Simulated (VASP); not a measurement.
# Sr (Fm-3m) in VASP: single point with PBE

Aim: the single point of Sr with PBE.

All numbers are computed with VASP 6.6.1; they aren't measurements. Logs are shortened: lines on timing, memory, paths and dates and some standing lists are left out, and cuts for length are marked.

### 1 The cell of the first run

The structure is cubic, space group Fm-3m (No. 225). Conventional cell: a = 6.029 Å, b = 6.029 Å, c = 6.029 Å, α = 90.00°, β = 90.00°, γ = 90.00°. Sr (site symmetry m-3m) has 12 Sr at 4.26 Å within 5.6 Å.

### 2 Single point, PBE

The input, INCAR:

```
ALGO     = Normal         # electronic algorithm
EDIFF    = 1E-6           # SCF threshold, eV
ENCUT    = 520            # plane-wave cutoff, eV
GGA      = PE             # functional
ISIF     = 2              # what is computed and relaxed
ISMEAR   = -1             # smearing method
LASPH    = True           # aspherical terms in the spheres
LCHARG   = False          # write CHGCAR
LREAL    = False          # projectors in reciprocal space
LWAVE    = False          # write WAVECAR
NBANDS   = 11             # bands
NELM     = 100            # most SCF steps
PREC     = Accurate       # precision mode
SIGMA    = 0.05           # smearing width, eV
```

The input, KPOINTS:

```
k-points
0
Gamma
  14 14 14
```

The input, POSCAR:

```
Sr
1.0
    0.0000000000      3.0147270661      3.0147270661
    3.0147270661      0.0000000000      3.0147270661
    3.0147270661      3.0147270661      0.0000000000
Sr
1
Direct
    0.0000000000      0.0000000000      0.0000000000
```

Potentials or basis: VASP PAW PBE potentials, release 64 (Sr_sv).

Command:

```
cat potpaw_PBE.64/Sr_sv/POTCAR > POTCAR
mpirun -np 1 vasp_std > vasp.out
```

OUTCAR:

```text
EDIFF = 1E-6
   ENCUT = 520
   GGA = PE
   ISIF = 2
   ISMEAR = -1
   LASPH = True
   LREAL = False
   NELM = 100
   PREC = Accurate

 ion  position               nearest neighbor table
   1  0.000  0.000  0.000-

  LATTYP: Found a face centered cubic cell.
 ALAT       =     6.0294541322

  Lattice vectors:

 A1 = (   0.0000000000,   3.0147270661,   3.0147270661)
 A2 = (   3.0147270661,   0.0000000000,   3.0147270661)
 A3 = (   3.0147270661,   3.0147270661,   0.0000000000)

Analysis of symmetry for initial positions (statically):
=====================================================================
 Subroutine PRICEL returns:
 Original cell was already a primitive cell.

 Routine SETGRP: Setting up the symmetry group for a
 face centered cubic supercell.

 Subroutine GETGRP returns: Found 48 space group operations
 (whereof 48 operations were pure point group operations)
 out of a pool of 48 trial point group operations.

The static configuration has the point symmetry O_h .

Analysis of symmetry for dynamics (positions and initial velocities):
=====================================================================
 Subroutine PRICEL returns:
 Original cell was already a primitive cell.

 Routine SETGRP: Setting up the symmetry group for a
 face centered cubic supercell.

 Subroutine GETGRP returns: Found 48 space group operations
 (whereof 48 operations were pure point group operations)
 out of a pool of 48 trial point group operations.

The dynamic configuration has the point symmetry O_h .

 Subroutine INISYM returns: Found 48 space group operations
 (whereof 48 operations are pure point group operations),
 and found     1 'primitive' translations

----------------------------------------------------------------------------------------

                                     Primitive cell

  volume of cell :      54.7992

  direct lattice vectors                    reciprocal lattice vectors
     0.000000000  3.014727066  3.014727066    -0.165852493  0.165852493  0.165852493
     3.014727066  0.000000000  3.014727066     0.165852493 -0.165852493  0.165852493
     3.014727066  3.014727066  0.000000000     0.165852493  0.165852493 -0.165852493

  length of vectors
     4.263467904  4.263467904  4.263467904     0.287264945  0.287264945  0.287264945

  position of ions in fractional coordinates (direct lattice)
     0.000000000  0.000000000  0.000000000

  ion indices of the primitive-cell ions
   primitive index   ion index
                 1           1

----------------------------------------------------------------------------------------

 KPOINTS: k-points

Automatic generation of k-mesh.
 Grid dimensions read from file:
 generate k-points for:   14   14   14

 Generating k-lattice:

  Cartesian coordinates                     Fractional coordinates (reciprocal lattice)
    -0.011846607  0.011846607  0.011846607     0.071428571  0.000000000  0.000000000
     0.011846607 -0.011846607  0.011846607     0.000000000  0.071428571  0.000000000
     0.011846607  0.011846607 -0.011846607     0.000000000  0.000000000  0.071428571

  Length of vectors
     0.020518925  0.020518925  0.020518925

  Shift w.r.t. Gamma in fractional coordinates (k-lattice)
     0.000000000  0.000000000  0.000000000

 Subroutine IBZKPT returns following result:
 ===========================================

 Found    104 irreducible k-points:

 Following reciprocal coordinates:
            Coordinates               Weight
  0.000000  0.000000  0.000000      1.000000
  0.071429  0.000000  0.000000      8.000000
  0.142857  0.000000  0.000000      8.000000
  0.214286  0.000000  0.000000      8.000000
  0.285714  0.000000  0.000000      8.000000
  0.357143  0.000000  0.000000      8.000000
[... 16 lines left out ...]
  0.214286  0.142857  0.000000     24.000000
  0.285714  0.142857  0.000000     24.000000
 [... further k-points ...]
   k-points           NKPTS =    104   k-points in BZ     NKDIM =    104   number of bands    NBANDS=     11
   number of dos      NEDOS =    301   number of ions     NIONS =      1
   total plane-waves  NPLWV =  32768
   dimension x,y,z NGX =    32 NGY =   32 NGZ =   32
   dimension x,y,z NGXF=    64 NGYF=   64 NGZF=   64
   ions per type =               1
   NGX,Y,Z   is equivalent  to a cutoff of  12.48, 12.48, 12.48 a.u.
   NGXF,Y,Z  is equivalent  to a cutoff of  24.96, 24.96, 24.96 a.u.
 SYSTEM =  unknown system
   PREC   = accura    normal or accurate (medium, high low for compatibility)
   ISTART =      0    job   : 0-new  1-cont  2-samecut
   ICHARG =      2    charge: 1-file 2-atom 10-const
   ISPIN  =      1    spin polarized calculation?
   LNONCOLLINEAR =      F non collinear calculations
   LSORBIT =      F    spin-orbit coupling
   LASPH  =      T    aspherical Exc in radial PAW
   ENCUT  =  520.0 eV  38.22 Ry    6.18 a.u.   7.93  7.93  7.93*2*pi/ulx,y,z
   NELM   =    100;   NELMIN=  2; NELMDL= -5     # of ELM steps
   EDIFF  = 0.1E-05   stopping-criterion for ELM
   LREAL  =      F    real-space projection
   EDIFFG = 0.1E-04   stopping-criterion for IOM
   NSW    =      0    number of steps for IOM
   IBRION =     -1    ionic relax: 0-MD 1-quasi-New 2-CG
   NFREE  =      0    steps in history (QN), initial steepest desc. (CG)
   ISIF   =      2    stress and relaxation
   ISYM   =      2    0-nonsym 1-usesym 2-fastsym
   POTIM  = 0.5000    time-step for ionic-motion
   TEBEG  =    0.0;   TEEND  =   0.0 temperature during run
   PSTRESS=    0.0 pullay stress
   NELECT =      10.0000    total number of electrons
   NUPDOWN=      -1.0000    fix difference up-down
   EMIN   =  10.00;   EMAX   =-10.00  energy-range for DOS
   EFERMI =   0.00;   METHOD = LEGACY
   ISMEAR =    -1;   SIGMA  =   0.05  broadening in eV -4-tet -1-fermi 0-gaus
   EFERMI_NEDOS =   21; number of points for ismear=-14 and -15
   IALGO  =     38    algorithm
   IMIX   =      4    mixing-type and parameters
     AMIX     =   0.40;   BMIX     =  1.00
     AMIX_MAG =   1.60;   BMIX_MAG =  1.00
  volume/ion in A,a.u.               =      54.80       369.80
  Fermi-wavevector in a.u.,A,eV,Ry     =   0.928575  1.754752 11.731636  0.862251
  Thomas-Fermi vector in A             =   2.054766
   LORBIT       =      0    0 simple, 1 ext, 2 COOP (PROOUT), +10 PAW based schemes
   GGA     = PE    functional components
   LHFCALC =     F    Hartree Fock is set to
   AEXX    =    0.0000 exact exchange contribution
   IVDW    =     0    specifies the selected vdW correction
   LEPSILON=     F    determine dielectric tensor
   LRPA    =     F    only Hartree local field effects (RPA)
 non-spin polarized calculation
  energy-cutoff  :      520.00
  volume of cell :       54.80
 maximum number of plane-waves:      1492
   NGX = 15   NGY = 15   NGZ = 15

 number of electron      10.0000000 magnetization

 Free energy of the ion-electron system (eV)
  ---------------------------------------------------
  ext. energy  EPLUGINS =         0.00000000
  ---------------------------------------------------
  free energy    TOTEN  =        -1.64344646 eV

  energy without entropy =       -1.63260981  energy(sigma->0) =       -1.63802814

 E-fermi :   1.6039     XC(G=0):  -7.3610

 val. band max:        1.5890204673   @ k =  -0.3571   0.3571   0.0714
 cond. band min:       1.6054939691   @ k =  -0.2857   0.5000   0.2143
 fundamental gap:      0.0164735018
 Fermi energy:         1.6039421179

 k-point     1 :       0.0000    0.0000    0.0000
  band No.  band energies     occupation
      1     -35.0184      2.00000
      2     -16.9055      2.00000
      3     -16.9055      2.00000
      4     -16.9055      2.00000
      5      -2.0548      2.00000
      6       3.9425      0.00000
      7       3.9425      0.00000
      8       3.9425      0.00000
      9       5.4136      0.00000
     10       5.4136      0.00000
     11       8.7114      0.00000

 k-point     2 :       0.0714    0.0000    0.0000
  band No.  band energies     occupation
      1     -35.0177      2.00000
      2     -16.9156      2.00000
      3     -16.9069      2.00000
      4     -16.9069      2.00000
      5      -1.9722      2.00000
      6       3.8113      0.00000
      7       3.9824      0.00000
      8       3.9824      0.00000
      9       5.3593      0.00000
     10       5.3593      0.00000
     11       8.9292      0.00000

 k-point     3 :       0.1429    0.0000    0.0000
  band No.  band energies     occupation
      1     -35.0157      2.00000
      2     -16.9437      2.00000
      3     -16.9106      2.00000
      4     -16.9106      2.00000
      5      -1.7301      2.00000
      6       3.4835      0.00000
      7       4.0728      0.00000
      8       4.0728      0.00000
      9       5.2584      0.00000
     10       5.2584      0.00000
     11       9.3009      0.00000

 k-point     4 :       0.2143    0.0000    0.0000
  band No.  band energies     occupation
      1     -35.0129      2.00000
      2     -16.9838      2.00000
      3     -16.9161      2.00000
      4     -16.9161      2.00000
      5      -1.3463      2.00000
      6       3.0718      0.00000
      7       4.1178      0.00000
      8       4.1178      0.00000
      9       5.2701      0.00000
     10       5.2701      0.00000
     11       8.7105      0.00000

 k-point     5 :       0.2857    0.0000    0.0000
  band No.  band energies     occupation
      1     -35.0098      2.00000
      2     -17.0278      2.00000
      3     -16.9221      2.00000
      4     -16.9221      2.00000
      5      -0.8523      2.00000
      6       2.6472      0.00000
      7       4.0440      0.00000
      8       4.0440      0.00000
      9       5.5088      0.00000
     10       5.5088      0.00000
     11       8.1189      0.00000
[... 211 lines left out ...]
 k-point    21 :      -0.0714    0.0714    0.0000
  band No.  band energies     occupation
      1     -35.0166      2.00000
      2     -16.9295      2.00000
      3     -16.9128      2.00000
      4     -16.9074      2.00000
      5      -1.8364      2.00000
      6       3.6281      0.00000
      7       4.0176      0.00000
      8       4.0568      0.00000
      9       5.1695      0.00000
     10       5.4009      0.00000
     11       9.2587      0.00000

 k-point    22 :       0.1429    0.1429    0.0000
  band No.  band energies     occupation
      1     -35.0149      2.00000
      2     -16.9426      2.00000
      3     -16.9192      2.00000
      4     -16.9192      2.00000
      5      -1.6228      2.00000
      6       3.3815      0.00000
      7       4.1584      0.00000
      8       4.1584      0.00000
      9       4.6993      0.00000
     10       5.5816      0.00000
     11       9.7695      0.00000

 k-point    23 :       0.2143    0.1429    0.0000
  band No.  band energies     occupation
      1     -35.0127      2.00000
      2     -16.9686      2.00000
      3     -16.9260      2.00000
      4     -16.9244      2.00000
      5      -1.3399      2.00000
      6       3.1131      0.00000
      7       4.1394      0.00000
      8       4.2648      0.00000
      9       4.5654      0.00000
     10       5.6616      0.00000
     11       9.7100      0.00000

 k-point    24 :       0.2857    0.1429    0.0000
  band No.  band energies     occupation
      1     -35.0100      2.00000
      2     -17.0046      2.00000
      3     -16.9328      2.00000
      4     -16.9306      2.00000
      5      -0.9270      2.00000
      6       2.7961      0.00000
      7       3.8389      0.00000
      8       4.3021      0.00000
      9       4.8491      0.00000
     10       5.8260      0.00000
     11       8.9816      0.00000

 [... further k-points ...]

------------------------ aborting loop because EDIFF is reached ----------------------------------------

  FORCE on cell =-STRESS in cart. coord.  units (eV):
  Direction    XX          YY          ZZ          XY          YZ          ZX
  --------------------------------------------------------------------------------------
  -------------------------------------------------------------------------------------
  Total        0.0046996      0.0046996      0.0046996      0.0000000     -0.0000000     -0.0000000
  in kB        0.1374039      0.1374039      0.1374039      0.0000000     -0.0000000     -0.0000000
  external PRESSURE =       0.1374039 kB  Pullay stress =       0.0000000 kB

 VOLUME and BASIS-vectors are now :
 -----------------------------------------------------------------------------
  energy-cutoff  :      520.00
  volume of cell :       54.80
      direct lattice vectors                 reciprocal lattice vectors
     0.000000000  3.014727066  3.014727066    -0.165852493  0.165852493  0.165852493
     3.014727066  0.000000000  3.014727066     0.165852493 -0.165852493  0.165852493
     3.014727066  3.014727066  0.000000000     0.165852493  0.165852493 -0.165852493

 POSITION                                       TOTAL-FORCE (eV/Angst)
 -----------------------------------------------------------------------------------
      0.00000      0.00000      0.00000        -0.000000     -0.000000     -0.000000
 -----------------------------------------------------------------------------------
    total drift:                                0.000000      0.000000      0.000000

  FREE ENERGIE OF THE ION-ELECTRON SYSTEM (eV)
  ---------------------------------------------------
  free  energy   TOTEN  =        -1.6434464566 eV

  energy  without entropy=       -1.6326098148  energy(sigma->0) =       -1.63802814
```

It took 86 s on 1 thread of AMD EPYC 7R13, shared host; peak memory 0.18 GiB.

What came out:

```yaml
Free_energy: -1.6434 eV
Pressure: 0.0 GPa
Band_gap_on_the_k_mesh: zero (band 5 reaches 1.64 eV, above the bottom of band 6 at 1.61 eV)
```
